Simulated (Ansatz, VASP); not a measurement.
# Be4ZnTe in VASP and in Ansatz

```
Be Zn Te
1.0
     3.77146    0.00000    0.00000
    -1.88573    3.26618    0.00000
     0.00000    0.00000    7.14623
Be Zn Te
4 1 1
Direct
  0.00200 0.33387 0.58339
  0.33333 0.66667 0.84925
  0.66613 0.66813 0.58339
  0.33187 0.99800 0.58339
  0.66667 0.33333 0.29857
  0.00000 0.00000 0.01202
```

Alike in both runs: functional PBE; k mesh 12 × 12 × 6; occupations gaussian, width 0.1 eV; no spin polarisation.

Ansatz relaxed the structure, and its values are those at the end. VASP's run is a single point on that final structure, the one shown.

|  | VASP | Ansatz |
| --- | --- | --- |
| version | VASP 6.6.1 | Ansatz 0.2.0 |
| potentials or method | VASP PAW PBE potentials, release 64 (Be, Zn, Te), cutoff 600 eV | scalar-relativistic, plane waves, PAW |
| valence electrons in the cell | 26 | 36 |

|  | VASP | Ansatz | Ansatz less VASP |
| --- | --- | --- | --- |
| gap on the k mesh at the Fermi level (eV) | none | none | - |
| pressure (GPa) | 0.1 | 0.0 | -0.12 |
| rms of the force components (eV/Å) | 0.004 | 0.002 | -0.0019 |

A gap of «none» marks a metal or a gap that the smearing closes. VASP's potentials hold 26 valence electrons a cell and Ansatz's 36, so a difference there can come from the potentials and not from the codes.

Spin-orbit coupling is off throughout.
